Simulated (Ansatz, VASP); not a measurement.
Two plane-wave programs on F

INCAR

```
SYSTEM = F
PREC = Accurate
ENCUT = 520
EDIFF = 1E-6
ISMEAR = 0
SIGMA = 0.05
LREAL = .False.
LASPH = .True.
NELM = 80
ALGO = Normal
ISIF = 2
LWAVE = .False.
LCHARG = .False.
GGA = PS
NBANDS = 22
```

Contents of KPOINTS:

```
regular mesh
0
Gamma
  4 4 2
  0 0 0
```

The input POSCAR:

```
F
1.0
    3.1004838602     -1.7819543364     -0.2391360627
    3.1004838602      1.7819543364     -0.2391360627
   -2.3313270155      0.0000000000      7.1362390124
F
4
Direct
    0.0848459664      0.0848459664      0.1139841296
    0.9151540336      0.9151540336      0.8860158704
    0.5015719855      0.5015719855      0.5937195244
    0.4984280145      0.4984280145      0.4062804756
```

Input for Ansatz:

```yaml
crystal:
  lattice:
    - [3.1004838602, -1.7819543364, -0.2391360627]
    - [3.1004838602, 1.7819543364, -0.2391360627]
    - [-2.3313270155, 0.0, 7.1362390124]
  atoms:
    - { symbol: F, position: [0.0848459664, 0.0848459664, 0.1139841296] }
    - { symbol: F, position: [0.9151540336, 0.9151540336, 0.8860158704] }
    - { symbol: F, position: [0.5015719855, 0.5015719855, 0.5937195244] }
    - { symbol: F, position: [0.4984280145, 0.4984280145, 0.4062804756] }
basis:
  ecutwfc: 520.0
kpoints:
  mp_grid: { grid: [4, 4, 2] }
hamiltonian:
  xc: pbesol
scf:
  occupations: { method: gaussian, width: 0.05 }
output:
  forces: true
  stress: true
  eigenvalues: true
```

Alike in both runs: task single point; functional PBEsol; k mesh 4 × 4 × 2; occupations gaussian, width 0.05 eV; no spin polarisation.

|  | VASP | Ansatz |
| --- | --- | --- |
| version | VASP 6.6.1 | Ansatz 0.2.0 |
| potentials or method | VASP PAW PBE potentials, release 64 (F), cutoff 520 eV | scalar-relativistic, plane waves, PAW |
| valence electrons in the cell | 28 | 28 |

```tsv
	VASP	Ansatz	Ansatz less VASP
gap on the k mesh at the Fermi level (eV)	1.22	1.25	+0.032
least direct gap on the mesh (eV)	1.28	1.31	+0.035
pressure (GPa)	-4.7	-4.8	-0.06
traceless stress, the component that is largest in VASP (GPa)	-6.84	-7.81	-0.971
rms of the force components (eV/Å)	1.558	1.590	+0.0316
```

VASP's potentials were made for PBE, not for PBEsol. Atom by atom the forces differ by 0.183 eV/Å (rms over components).

The k mesh is coarse, so the values compare programs but aren't converged.
